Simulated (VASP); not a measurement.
# BP (F-43m) in VASP: further runs

The runs below take BP through single point, with LDA.

Program: VASP 6.6.1. These are calculated values, not measurements. Logs are shortened: lines on timing, memory, paths and dates and some standing lists are left out, and cuts for length are marked.

**1. The cell of the first run**

It takes space group F-43m (No. 216, cubic). Conventional cell: a = 4.492 Å, b = 4.492 Å, c = 4.492 Å, α = 90.00°, β = 90.00°, γ = 90.00°. Within 2.6 Å of B (site symmetry -43m) lie 4 P at 1.95 Å. P (site symmetry -43m) has 4 B at 1.95 Å within 2.6 Å.

**2. Single point, LDA**

INCAR

```
SYSTEM = BP
PREC     = Accurate       ! precision mode
ENCUT    = 520            ! plane-wave cutoff, eV
EDIFF    = 1E-6           ! SCF threshold, eV
ISMEAR   = 0              ! smearing method
SIGMA    = 0.01           ! smearing width, eV
LREAL    = .False.        ! projectors in reciprocal space
LASPH    = .True.         ! aspherical terms in the spheres
NELM     = 100            ! most SCF steps
ALGO     = Normal         ! electronic algorithm
ISIF     = 2              ! what is computed and relaxed
LWAVE    = .False.        ! write WAVECAR
LCHARG   = .False.        ! write CHGCAR
NBANDS   = 11             ! bands
```

KPOINTS

```
regular mesh
0
Gamma
  8 8 8
  0 0 0
```

POSCAR

```
BP
1.0
    0.0000000000      2.2460792410      2.2460792410
    2.2460792410      0.0000000000      2.2460792410
    2.2460792410      2.2460792410      0.0000000000
B P
1 1
Direct
    0.0000000000      0.0000000000      0.0000000000
    0.2500000000      0.2500000000      0.2500000000
```

Potentials or basis: VASP PAW LDA potentials, release 64 (B, P).

On the command line:

```console
cat potpaw_LDA.64/B/POTCAR potpaw_LDA.64/P/POTCAR > POTCAR
mpirun -np 1 vasp_std > vasp.out
```

OUTCAR:

```text
SYSTEM = BP
   PREC = Accurate
   ENCUT = 520
   EDIFF = 1E-6
   ISMEAR = 0
   LREAL = .False.
   LASPH = .True.
   NELM = 100
   ISIF = 2

 ion  position               nearest neighbor table
   1  0.000  0.000  0.000-   2 1.95   2 1.95   2 1.95   2 1.95
   2  0.250  0.250  0.250-   1 1.95   1 1.95   1 1.95   1 1.95

  LATTYP: Found a face centered cubic cell.
 ALAT       =     4.4921584820

  Lattice vectors:

 A1 = (   0.0000000000,   2.2460792410,   2.2460792410)
 A2 = (   2.2460792410,   0.0000000000,   2.2460792410)
 A3 = (   2.2460792410,   2.2460792410,   0.0000000000)

Analysis of symmetry for initial positions (statically):
=====================================================================
 Subroutine PRICEL returns:
 Original cell was already a primitive cell.

 Routine SETGRP: Setting up the symmetry group for a
 face centered cubic supercell.

 Subroutine GETGRP returns: Found 24 space group operations
 (whereof 24 operations were pure point group operations)
 out of a pool of 48 trial point group operations.

The static configuration has the point symmetry T_d .

Analysis of symmetry for dynamics (positions and initial velocities):
=====================================================================
 Subroutine PRICEL returns:
 Original cell was already a primitive cell.

 Routine SETGRP: Setting up the symmetry group for a
 face centered cubic supercell.

 Subroutine GETGRP returns: Found 24 space group operations
 (whereof 24 operations were pure point group operations)
 out of a pool of 48 trial point group operations.

The dynamic configuration has the point symmetry T_d .

 Subroutine INISYM returns: Found 24 space group operations
 (whereof 24 operations are pure point group operations),
 and found     1 'primitive' translations

----------------------------------------------------------------------------------------

                                     Primitive cell

  volume of cell :      22.6624

  direct lattice vectors                    reciprocal lattice vectors
     0.000000000  2.246079241  2.246079241    -0.222610134  0.222610134  0.222610134
     2.246079241  0.000000000  2.246079241     0.222610134 -0.222610134  0.222610134
     2.246079241  2.246079241  0.000000000     0.222610134  0.222610134 -0.222610134

  length of vectors
     3.176435725  3.176435725  3.176435725     0.385572062  0.385572062  0.385572062

  position of ions in fractional coordinates (direct lattice)
     0.000000000  0.000000000  0.000000000
     0.250000000  0.250000000  0.250000000

  ion indices of the primitive-cell ions
   primitive index   ion index
                 1           1
                 2           2

----------------------------------------------------------------------------------------

 KPOINTS: regular mesh

Automatic generation of k-mesh.
 Grid dimensions read from file:
 generate k-points for:    8    8    8

 Generating k-lattice:

  Cartesian coordinates                     Fractional coordinates (reciprocal lattice)
    -0.027826267  0.027826267  0.027826267     0.125000000  0.000000000  0.000000000
     0.027826267 -0.027826267  0.027826267     0.000000000  0.125000000  0.000000000
     0.027826267  0.027826267 -0.027826267     0.000000000  0.000000000  0.125000000

  Length of vectors
     0.048196508  0.048196508  0.048196508

  Shift w.r.t. Gamma in fractional coordinates (k-lattice)
     0.000000000  0.000000000  0.000000000

 Subroutine IBZKPT returns following result:
 ===========================================

 Found     29 irreducible k-points:

 Following reciprocal coordinates:
            Coordinates               Weight
  0.000000  0.000000  0.000000      1.000000
  0.125000  0.000000  0.000000      8.000000
  0.250000  0.000000  0.000000      8.000000
  0.375000  0.000000  0.000000      8.000000
  0.500000  0.000000  0.000000      4.000000
  0.125000  0.125000  0.000000      6.000000
[... 16 lines left out ...]
  0.500000  0.250000  0.125000     48.000000
 -0.375000  0.250000  0.125000     24.000000
 [... further k-points ...]
   k-points           NKPTS =     29   k-points in BZ     NKDIM =     29   number of bands    NBANDS=     11
   number of dos      NEDOS =    301   number of ions     NIONS =      2
   total plane-waves  NPLWV =  13824
   dimension x,y,z NGX =    24 NGY =   24 NGZ =   24
   dimension x,y,z NGXF=    48 NGYF=   48 NGZF=   48
   ions per type =               1   1
   NGX,Y,Z   is equivalent  to a cutoff of  12.56, 12.56, 12.56 a.u.
   NGXF,Y,Z  is equivalent  to a cutoff of  25.12, 25.12, 25.12 a.u.
 SYSTEM =  BP
   PREC   = accura    normal or accurate (medium, high low for compatibility)
   ISTART =      0    job   : 0-new  1-cont  2-samecut
   ICHARG =      2    charge: 1-file 2-atom 10-const
   ISPIN  =      1    spin polarized calculation?
   LNONCOLLINEAR =      F non collinear calculations
   LSORBIT =      F    spin-orbit coupling
   LASPH  =      T    aspherical Exc in radial PAW
   ENCUT  =  520.0 eV  38.22 Ry    6.18 a.u.   5.91  5.91  5.91*2*pi/ulx,y,z
   NELM   =    100;   NELMIN=  2; NELMDL= -5     # of ELM steps
   EDIFF  = 0.1E-05   stopping-criterion for ELM
   LREAL  =      F    real-space projection
   EDIFFG = 0.1E-04   stopping-criterion for IOM
   NSW    =      0    number of steps for IOM
   IBRION =     -1    ionic relax: 0-MD 1-quasi-New 2-CG
   NFREE  =      0    steps in history (QN), initial steepest desc. (CG)
   ISIF   =      2    stress and relaxation
   ISYM   =      2    0-nonsym 1-usesym 2-fastsym
   POTIM  = 0.5000    time-step for ionic-motion
   TEBEG  =    0.0;   TEEND  =   0.0 temperature during run
   PSTRESS=    0.0 pullay stress
   NELECT =       8.0000    total number of electrons
   NUPDOWN=      -1.0000    fix difference up-down
   EMIN   =  10.00;   EMAX   =-10.00  energy-range for DOS
   EFERMI =   0.00;   METHOD = LEGACY
   ISMEAR =     0;   SIGMA  =   0.01  broadening in eV -4-tet -1-fermi 0-gaus
   EFERMI_NEDOS =   21; number of points for ismear=-14 and -15
   IALGO  =     38    algorithm
   IMIX   =      4    mixing-type and parameters
     AMIX     =   0.40;   BMIX     =  1.00
     AMIX_MAG =   1.60;   BMIX_MAG =  1.00
  volume/ion in A,a.u.               =      11.33        76.47
  Fermi-wavevector in a.u.,A,eV,Ry     =   1.157008  2.186428 18.213682  1.338668
  Thomas-Fermi vector in A             =   2.293623
   LORBIT       =      0    0 simple, 1 ext, 2 COOP (PROOUT), +10 PAW based schemes
   GGA     = CA    functional components
   LHFCALC =     F    Hartree Fock is set to
   AEXX    =    0.0000 exact exchange contribution
   IVDW    =     0    specifies the selected vdW correction
   LEPSILON=     F    determine dielectric tensor
   LRPA    =     F    only Hartree local field effects (RPA)
 non-spin polarized calculation
 Gauss-broadening in eV      SIGMA  =   0.01
  energy-cutoff  :      520.00
  volume of cell :       22.66
 maximum number of plane-waves:       620
   NGX = 11   NGY = 11   NGZ = 11

 number of electron       8.0000001 magnetization

 Free energy of the ion-electron system (eV)
  ---------------------------------------------------
  ext. energy  EPLUGINS =         0.00000000
  ---------------------------------------------------
  free energy    TOTEN  =       -14.39739165 eV

  energy without entropy =      -14.39739165  energy(sigma->0) =      -14.39739165

 E-fermi :   7.8243     XC(G=0): -11.2139

 val. band max:        7.7739843177   @ k =   0.0000   0.0000   0.0000
 cond. band min:       8.9595141743   @ k =   0.3750   0.3750   0.0000
 fundamental gap:      1.1855298566
 Fermi energy:         7.8243365852

 k-point     1 :       0.0000    0.0000    0.0000
  band No.  band energies     occupation
      1      -7.8874      2.00000
      2       7.7740      2.00000
      3       7.7740      2.00000
      4       7.7740      2.00000
      5      11.2008      0.00000
      6      11.2008      0.00000
      7      11.2008      0.00000
      8      15.6114      0.00000
      9      19.2469      0.00000
     10      20.0451      0.00000
     11      20.0451      0.00000

 k-point     2 :       0.1250    0.0000    0.0000
  band No.  band energies     occupation
      1      -7.5996      2.00000
      2       5.9012      2.00000
      3       7.3367      2.00000
      4       7.3367      2.00000
      5      11.7686      0.00000
      6      11.8048      0.00000
      7      11.8048      0.00000
      8      16.3217      0.00000
      9      19.0706      0.00000
     10      19.0706      0.00000
     11      20.0981      0.00000

 k-point     3 :       0.2500    0.0000    0.0000
  band No.  band energies     occupation
      1      -6.7537      2.00000
      2       2.8605      2.00000
      3       6.6367      2.00000
      4       6.6367      2.00000
      5      11.9061      0.00000
      6      12.5724      0.00000
      7      12.5724      0.00000
      8      17.5390      0.00000
      9      18.7954      0.00000
     10      18.7954      0.00000
     11      20.8664      0.00000

 k-point     4 :       0.3750    0.0000    0.0000
  band No.  band energies     occupation
      1      -5.4505      2.00000
      2       0.0715      2.00000
      3       6.1541      2.00000
      4       6.1541      2.00000
      5      11.7959      0.00000
      6      12.5966      0.00000
      7      12.5966      0.00000
      8      17.8837      0.00000
      9      20.5048      0.00000
     10      20.5048      0.00000
     11      21.7066      0.00000
[... 239 lines left out ...]
 k-point    22 :       0.3750    0.2500    0.1250
  band No.  band energies     occupation
      1      -6.0119      2.00000
      2       2.8285      2.00000
      3       3.8762      2.00000
      4       5.7630      2.00000
      5      11.2166      0.00000
      6      13.7643      0.00000
      7      14.0873      0.00000
      8      15.3992      0.00000
      9      19.5303      0.00000
     10      21.7730      0.00000
     11      23.5828      0.00000

 k-point    23 :       0.5000    0.2500    0.1250
  band No.  band energies     occupation
      1      -4.7403      2.00000
      2       0.5874      2.00000
      3       3.2424      2.00000
      4       4.9582      2.00000
      5      11.8361      0.00000
      6      13.2996      0.00000
      7      15.1812      0.00000
      8      16.2165      0.00000
      9      20.2867      0.00000
     10      21.3058      0.00000
     11      24.9798      0.00000

 k-point    24 :      -0.3750    0.2500    0.1250
  band No.  band energies     occupation
      1      -3.7658      2.00000
      2      -0.8263      2.00000
      3       3.1769      2.00000
      4       4.5701      2.00000
      5      11.8945      0.00000
      6      13.0549      0.00000
      7      16.2273      0.00000
      8      17.6482      0.00000
      9      18.2787      0.00000
     10      22.3235      0.00000
     11      24.6902      0.00000

 [... further k-points ...]
[... 5 lines left out ...]
  --------------------------------------------------------------------------------------
  -------------------------------------------------------------------------------------
  Total       -0.0414860     -0.0414860     -0.0414860     -0.0000000     -0.0000000     -0.0000000
  in kB       -2.9329625     -2.9329625     -2.9329625     -0.0000000     -0.0000000     -0.0000000
  external PRESSURE =      -2.9329625 kB  Pullay stress =       0.0000000 kB

 VOLUME and BASIS-vectors are now :
 -----------------------------------------------------------------------------
  energy-cutoff  :      520.00
  volume of cell :       22.66
      direct lattice vectors                 reciprocal lattice vectors
     0.000000000  2.246079241  2.246079241    -0.222610134  0.222610134  0.222610134
     2.246079241  0.000000000  2.246079241     0.222610134 -0.222610134  0.222610134
     2.246079241  2.246079241  0.000000000     0.222610134  0.222610134 -0.222610134

 POSITION                                       TOTAL-FORCE (eV/Angst)
 -----------------------------------------------------------------------------------
      0.00000      0.00000      0.00000        -0.000000     -0.000000     -0.000000
      1.12304      1.12304      1.12304         0.000000      0.000000      0.000000
 -----------------------------------------------------------------------------------
    total drift:                                0.000000      0.000000      0.000000

  FREE ENERGIE OF THE ION-ELECTRON SYSTEM (eV)
  ---------------------------------------------------
  free  energy   TOTEN  =       -14.3973916455 eV

  energy  without entropy=      -14.3973916455  energy(sigma->0) =      -14.39739165
```

It took 3.1 s on 1 thread of Intel Xeon Platinum 8488C (Sapphire Rapids), shared host; peak memory 0.12 GiB.

Results:

- Free energy: -14.3974 eV
- Pressure: -0.3 GPa
- Band gap on the k mesh: 1.19 eV, indirect (least direct gap 3.43 eV)

**3. Single point, LDA**

This run uses another cell than the first one, of 11.68 Å³/atom, 1.031 times its volume.

INCAR

```
SYSTEM = BP
PREC = Accurate ; ENCUT = 520
EDIFF = 1E-6 ; ISMEAR = 0
SIGMA = 0.01 ; LREAL = .False.
LASPH = .True. ; NELM = 80
ALGO = Normal ; ISIF = 2
LWAVE = .False. ; LCHARG = .True.
GGA = CA ; LELF = .True.
LVHAR = .True. ; NBANDS = 11
```

KPOINTS

```
Automatic mesh
0
Gamma
  8 8 8
  0 0 0
```

POSCAR

```
BP
1.0
    0.0000000000      2.2690000000      2.2690000000
    2.2690000000      0.0000000000      2.2690000000
    2.2690000000      2.2690000000      0.0000000000
B P
1 1
Direct
    0.0000000000      0.0000000000      0.0000000000
    0.2500000000      0.2500000000      0.2500000000
```

Potentials or basis: VASP PAW LDA potentials, release 64 (B, P).

On the command line:

```console
cat potpaw_LDA.64/B/POTCAR potpaw_LDA.64/P/POTCAR > POTCAR
mpirun -np 1 vasp_std > vasp.out
```

Run time: 3.4 s. Hardware: 1 thread of Intel Xeon Platinum 8488C (Sapphire Rapids), shared host; peak memory 0.12 GiB.

It converged, with:

- Free energy: -14.3852 eV
- Pressure: -5.3 GPa
- Band gap on the k mesh: 1.22 eV, indirect (least direct gap 3.38 eV)

Levels at points of the mesh, in eV from the valence-band top:
```csv
k point,band 2,band 3,band 4,band 5,band 6,band 7
"(0.00, 0.00, 0.00)",0.00,0.00,0.00,3.38,3.38,3.38
"(0.50, 0.00, 0.00)",-9.01,-1.75,-1.75,3.78,4.68,4.68
"(0.50, 0.50, 0.00)",-8.49,-4.11,-4.11,1.30,1.55,12.00
```

**4. Single point, LDA**

This run uses another cell than the first one, of 12.03 Å³/atom, 1.062 times its volume.

INCAR

```
SYSTEM = BP
PREC     = Accurate       ! precision mode
ENCUT    = 520            ! plane-wave cutoff, eV
EDIFF    = 1E-6           ! SCF threshold, eV
ISMEAR   = 0              ! smearing method
SIGMA    = 0.01           ! smearing width, eV
LREAL    = .False.        ! projectors in reciprocal space
LASPH    = .True.         ! aspherical terms in the spheres
NELM     = 80             ! most SCF steps
ALGO     = Normal         ! electronic algorithm
ISIF     = 2              ! what is computed and relaxed
LWAVE    = .False.        ! write WAVECAR
LCHARG   = .False.        ! write CHGCAR
GGA      = CA             ! functional
NBANDS   = 11             ! bands
```

KPOINTS is that of step 3.

POSCAR

```
BP
1.0
    0.0000000000      2.2914668077      2.2914668077
    2.2914668077      0.0000000000      2.2914668077
    2.2914668077      2.2914668077      0.0000000000
B P
1 1
Direct
    0.0000000000      0.0000000000      0.0000000000
    0.2500000000      0.2500000000      0.2500000000
```

On the command line:

```console
cat potpaw_LDA.64/B/POTCAR potpaw_LDA.64/P/POTCAR > POTCAR
mpirun -np 1 vasp_std > vasp.out
```

Wall time 3.1 s (1 thread of Intel Xeon Platinum 8488C (Sapphire Rapids), shared host); peak memory 0.12 GiB.

Results (log left out):

```
Free energy            : -14.3527 eV
Pressure               : -9.6 GPa
Band gap on the k mesh : 1.25 eV, indirect (least direct gap 3.33 eV)
```

Levels at points of the mesh, in eV from the valence-band top:
```
           k point  band 2  band 3  band 4  band 5  band 6  band 7
(0.00, 0.00, 0.00)    0.00    0.00    0.00    3.33    3.33    3.33
(0.50, 0.00, 0.00)   -8.80   -1.71   -1.71    3.60    4.66    4.66
(0.50, 0.50, 0.00)   -8.34   -4.00   -4.00    1.35    1.57   11.72
```

A k mesh can miss the band edges. LDA gaps usually lie below the measured ones, often by a third to a half.

**5. Single point, LDA**

This run uses another cell than the first one, of 12.38 Å³/atom, 1.093 times its volume.

INCAR

```
SYSTEM = BP
ALGO = Normal
EDIFF = 1E-7
ENCUT = 520
GGA = CA
ISIF = 2
ISMEAR = 0
LASPH = .True.
LCHARG = .False.
LREAL = .False.
LWAVE = .False.
NBANDS = 11
NELM = 80
PREC = Accurate
SIGMA = 0.01
```

KPOINTS

```
k-points
0
Gamma
  8 8 8
  0 0 0
```

POSCAR

```
BP
1.0
    0.0000000000      2.3135014941      2.3135014941
    2.3135014941      0.0000000000      2.3135014941
    2.3135014941      2.3135014941      0.0000000000
B P
1 1
Direct
    0.0000000000      0.0000000000      0.0000000000
    0.2500000000      0.2500000000      0.2500000000
```

On the command line:

```console
cat potpaw_LDA.64/B/POTCAR potpaw_LDA.64/P/POTCAR > POTCAR
mpirun -np 1 vasp_std > vasp.out
```

Run time: 3.3 s. Hardware: 1 thread of Intel Xeon Platinum 8488C (Sapphire Rapids), shared host; peak memory 0.12 GiB.

Results (log left out):

| Quantity | Value |
| --- | --- |
| Free energy | -14.3025 eV |
| Pressure | -13.4 GPa |
| Band gap on the k mesh | 1.28 eV, indirect (least direct gap 3.29 eV) |

Levels at points of the mesh, in eV from the valence-band top:
| k point | band 2 | band 3 | band 4 | band 5 | band 6 | band 7 |
| --- | --- | --- | --- | --- | --- | --- |
| (0.00, 0.00, 0.00) | 0.00 | 0.00 | 0.00 | 3.29 | 3.29 | 3.29 |
| (0.50, 0.00, 0.00) | -8.61 | -1.68 | -1.68 | 3.43 | 4.63 | 4.63 |
| (0.50, 0.50, 0.00) | -8.19 | -3.90 | -3.90 | 1.40 | 1.60 | 11.46 |

A k mesh can miss the band edges. LDA gaps usually lie below the measured ones, often by a third to a half.

**6. The runs side by side**

| cell | gap on the mesh (eV) | pressure (GPa) |
| --- | --- | --- |
| a = 3.176 Å, angles 60.0°, 2 atoms | 1.19 | -0.3 |
| a = 3.209 Å, angles 60.0°, 2 atoms | 1.22 | -5.3 |
| a = 3.241 Å, angles 60.0°, 2 atoms | 1.25 | -9.6 |
| a = 3.272 Å, angles 60.0°, 2 atoms | 1.28 | -13.4 |

Alike in all rows: task single point; level LDA; potentials or basis VASP PAW LDA potentials, release 64 (B, P); no spin polarisation; k mesh 8 × 8 × 8; cutoff (eV) 520; smearing gaussian 0.01 eV.

Absolute energies hang on the potentials; compare differences alone.
